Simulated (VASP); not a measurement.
Wanted: the native input for a VASP 6.6.1 run.

| Quantity | Value |
| --- | --- |
| Task | single point |
| Functional | LDA |
| Potentials or basis | VASP PAW LDA potentials, release 64 (S, H, C) |
| Cutoff | 520 eV |
| k mesh | 1 × 1 × 1 |
| Occupations | fermi-dirac, width 0.05 eV |
| Spin | no spin polarisation |
| Dipole correction | no |
| Further INCAR settings | LREAL = Auto; ALGO = Normal; EDIFF = 1e-06; NBANDS = 61 |

The structure of H10C2S lies in POSCAR:

```
H10C2S
1.0
    8.2327460000      0.0000000000      0.0000000000
    0.0000000000      8.2327460000      0.0000000000
    0.0000000000      0.0000000000      8.2327460000
S H C
3 30 6
Direct
    0.8858162271      0.1002460175      0.2089217862
    0.6927093342      0.5692389878      0.2381343965
    0.6577270816      0.3687955392      0.5931435271
    1.0359119545      0.0532507623      0.2082780156
    0.8589965001      0.0231514491      0.3538066157
    0.6365919706      0.4227872450      0.1730163909
    0.6621848895      0.6503905258      0.0960797284
    0.7997210165      0.4148190652      0.5319124385
    0.6020834361      0.5000154262      0.5033435988
    0.3649936485      0.0371200569     -0.1731135638
    0.2140233647     -0.0855486128     -0.0361118878
    0.1551365729      0.0753818957     -0.1737451878
    0.2486290722      0.1215876209     -0.0040326763
    0.5842522045      0.8816863778      0.3911817515
    0.7034347956      0.9852484214      0.5338923368
    0.7439680515      0.7742131240      0.4770340297
    0.5617202328      0.8279254577      0.5996541130
    0.2673834465      0.6105982135      0.1538247384
    0.3426195828      0.5380100394      0.3458870224
    0.1989494149      0.7187759710      0.3299263696
    0.3977895103      0.7400689879      0.2558684551
    0.3522397023      0.0644135019      0.4929703892
    0.1447633633      0.0454040487      0.5780817239
    0.2787040922     -0.1228751622      0.5841064452
    0.1789560859     -0.0504084542      0.4020286791
    1.0044279272      0.8891686929      0.7388664730
    0.9159762733      0.6975193939      0.7145368022
    0.9311595426      0.7650667226      0.9062954208
    1.1165776279      0.7239139893      0.8033892944
    0.0377273877      0.4443474875      0.6759591514
    0.1400747697      0.2574475151      0.7396681496
    0.1506301786      0.3603779347      0.5401235505
   -0.0315812002      0.2493457226      0.6054723418
    0.2519086584      0.0320670649     -0.0936139655
    0.6521882249      0.8647175560      0.5017645388
    0.2950534366      0.6503176461      0.2746592692
    0.2426772307     -0.0171145812      0.5116883237
    0.9973950368      0.7713100829      0.7926759796
    0.0717379110      0.3212658328      0.6451674812
```

One way to write it, as run:

INCAR

```
PREC = Accurate
ENCUT = 520
EDIFF = 1E-6
ISMEAR = -1
SIGMA = 0.05
LREAL = Auto
LASPH = True
NELM = 120
ALGO = Normal
ISIF = 2
LWAVE = False
LCHARG = True
LELF = True
LVHAR = True
NBANDS = 61
GGA_COMPAT = False
```

KPOINTS

```
regular mesh
0
Gamma
  1 1 1
```

Potentials or basis: VASP PAW LDA potentials, release 64 (S, H, C).

The run is started by

```bash
$ cat potpaw_LDA.64/S/POTCAR potpaw_LDA.64/H/POTCAR potpaw_LDA.64/C/POTCAR > POTCAR
$ mpirun -np 1 vasp_gam > vasp.out
```

It gave:

* Pressure: 0.5 GPa
* Largest force: 2.397 eV/Å
* Band gap on the k mesh: 4.01 eV

Caveat: the k points lie up to 0.76 Å⁻¹ apart.

It took 28 s on 1 thread of Intel(R) Xeon(R) 6975P-C (Granite Rapids), on a shared host, peak memory 0.4 GiB.
